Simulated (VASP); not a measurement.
Runs of VASP 6.6.1 on HfN. The structure is that of space group Fm-3m (No. 225), or close to it. The cells are those of the table. 

| cell | gap on the mesh (eV) | pressure (GPa) |
| --- | --- | --- |
| a = 3.131, b = 3.131, c = 3.067 Å, angles 60.7, 60.7, 58.6°, 2 atoms | none | 16.3 |
| a = 2.939 Å, angles 60.0°, 2 atoms | none | 103.7 |
| a = 3.450 Å, angles 60.0°, 2 atoms | none | (a) |
| a = 3.004, b = 3.004, c = 2.939 Å, angles 60.7, 60.7, 58.6°, 2 atoms | none | (b) |
| a = 3.070, b = 3.070, c = 2.939 Å, angles 61.4, 61.4, 57.2°, 2 atoms | none | 59.5 |

Alike in all rows: task single point; level LDA; potentials or basis VASP PAW LDA potentials, release 64 (Hf_pv, N); no spin polarisation; k mesh 18 × 18 × 18; cutoff (eV) 520; smearing gaussian 0.15 eV.

Task: Fill in the values left out.

Result: (a) -46.0; (b) 77.7.

Caveats: spin-orbit coupling is left out, which moves the levels of the heavy elements.

A k mesh can miss the band edges, and the runs leave out spin-orbit coupling on Hf.

A gap of «none» marks levels without a gap at the run's occupations.
